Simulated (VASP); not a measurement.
A run of VASP 6.6.1:

File INCAR:

```
SYSTEM = Co
PREC = Accurate ; ENCUT = 600
EDIFF = 1E-6 ; ISMEAR = 0
SIGMA = 0.1 ; LREAL = .False.
LASPH = .True. ; NELM = 200
ALGO = Normal ; ISIF = 2
LWAVE = .False. ; LCHARG = .False.
ISPIN = 2 ; MAGMOM = 1.86 1.88 1.86 1.88
LORBIT = 11 ; LMAXMIX = 4
GGA = PE ; NBANDS = 30
GGA_COMPAT = .False.
```

KPOINTS

```
Automatic mesh
0
Gamma
  18 18 6
  0 0 0
```

The input POSCAR:

```
Co
1.0
    2.4805202549      0.0000000000      0.0000000000
   -1.2402601275      2.1481935553      0.0000000000
    0.0000000000      0.0000000000      8.0562709006
Co
4
Direct
    0.0000000000      0.0000000000      0.0000000000
    0.3333333333      0.6666666667      0.2500000000
    0.0000000000      0.0000000000      0.5000000000
    0.6666666667      0.3333333333      0.7500000000
```

Potentials or basis: VASP PAW PBE potentials, release 64 (Co).

Run with:

```console
$ cat potpaw_PBE.64/Co/POTCAR > POTCAR
$ mpirun -np 1 vasp_std > vasp.out
```

Hardware: 1 thread of Intel(R) Xeon(R) Platinum 8488C (Sapphire Rapids) (shared host).

Q: How long does it take, and how much memory?

A: Run time: 4.6 min on 1 thread of Intel(R) Xeon(R) Platinum 8488C (Sapphire Rapids), with other jobs on the host, peak memory 0.41 GiB. Counts: scf iterations 16, k points 148.
